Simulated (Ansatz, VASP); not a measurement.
# One calculation of SrTiO3, two programs

File INCAR:

```
PREC = Accurate
ENCUT = 520
EDIFF = 1E-8
ISMEAR = -1
SIGMA = 0.05
LREAL = False
LASPH = True
NELM = 80
ALGO = Normal
ISIF = 2
LWAVE = False
LCHARG = False
GGA = PE
LEFG = True
NBANDS = 28
```

File KPOINTS:

```
regular mesh
0
Gamma
  7 7 7
```

POSCAR

```
SrTiO3
1.0
    3.9050000000      0.0195250000      0.0195250000
    0.0195250000      3.9050000000      0.0195250000
    0.0195250000      0.0195250000      3.9050000000
Sr Ti O
1 1 3
Direct
    0.0000000000      0.0000000000      0.0000000000
    0.5000000000      0.5000000000      0.5000000000
    0.0000000000      0.5000000000      0.5000000000
    0.5000000000      0.0000000000      0.5000000000
    0.5000000000      0.5000000000      0.0000000000
```

Input for Ansatz:

```yaml
crystal:
  lattice:
    - [3.905, 0.019525, 0.019525]
    - [0.019525, 3.905, 0.019525]
    - [0.019525, 0.019525, 3.905]
  atoms:
    - { symbol: Sr, position: [0.0, 0.0, 0.0] }
    - { symbol: Ti, position: [0.5, 0.5, 0.5] }
    - { symbol: O, position: [0.0, 0.5, 0.5] }
    - { symbol: O, position: [0.5, 0.0, 0.5] }
    - { symbol: O, position: [0.5, 0.5, 0.0] }
kpoints:
  mp_grid: { grid: [7, 7, 7] }
scf:
  occupations: { method: fermi_dirac, width: 0.05 }
hamiltonian:
  xc: pbe
  pseudopotentials: { kind: all_electron, datasets: crystal }
output:
  forces: true
  stress: true
  eigenvalues: true
  efg: { contact_densities: true }
```

Change from the starting cell: equal xy, yz and zx shear strains of +1 %, crystal datasets.

Alike in both runs: task electric field gradients; functional PBE; k mesh 7 × 7 × 7; occupations fermi-dirac, width 0.05 eV; no spin polarisation.

```csv
,VASP,Ansatz
version,VASP 6.6.1,Ansatz 0.2.0
potentials or method,"VASP PAW PBE potentials, release 64 (Sr_sv, Ti_sv, O), cutoff 520 eV","all-electron PAW with datasets made for the crystal, scalar-relativistic"
```

Ansatz gave:

```
gap on the k mesh at the Fermi level (eV)                     : 1.92
pressure (GPa)                                                : 4.3
traceless stress, the component that is largest in VASP (GPa) : -1.13
size of Vzz on the site where it differs most (V/Å²)          : 12.4
```

**Question.** What did VASP give for the same quantities?

**Answer.** gap on the k mesh at the Fermi level (eV): 1.90; pressure (GPa): 5.0; traceless stress, the component that is largest in VASP (GPa): -1.14; size of Vzz on the site where it differs most (V/Å²): 11.7.

Ansatz ran all-electron here, and VASP with PAW potentials.
